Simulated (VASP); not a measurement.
Hg, 1 atom in the cell. The structure is cubic, space group Fm-3m (No. 225). The conventional cell has a = 4.713 Å, b = 4.713 Å, c = 4.713 Å, α = 90.00°, β = 90.00°, γ = 90.00°. Hg (site symmetry m-3m) has 12 Hg at 3.33 Å within 4.4 Å. 

```yaml
Program: VASP 6.6.1
Task: single point
Functional: r2SCAN
Dispersion: rVV10
Potentials_or_basis: VASP PAW PBE potentials, release 64 (Hg)
Cutoff: 520 eV
k_mesh: 8 × 8 × 8
Occupations: fermi-dirac, width 0.02 eV
Spin: no spin polarisation
Dipole_correction: no
Further_INCAR_settings: ALGO = Normal; EDIFF = 1e-07; NBANDS = 12
```

Potentials or basis: VASP PAW PBE potentials, release 64 (Hg).

Run with:

```console
$ cat potpaw_PBE.64/Hg/POTCAR > POTCAR
$ cp INCAR.step1 INCAR
$ mpirun -np 1 vasp_std > vasp.out
$ cp INCAR.step2 INCAR
$ mpirun -np 1 vasp_std > vasp.out
```

Hardware: 1 thread of Intel(R) Xeon(R) 6975P-C (Granite Rapids) (shared host).

How long does it take, and how much memory?

Wall time 47 s on 1 thread of Intel(R) Xeon(R) 6975P-C (Granite Rapids), on a shared host, peak memory 0.25 GiB. Counts: k points 29.
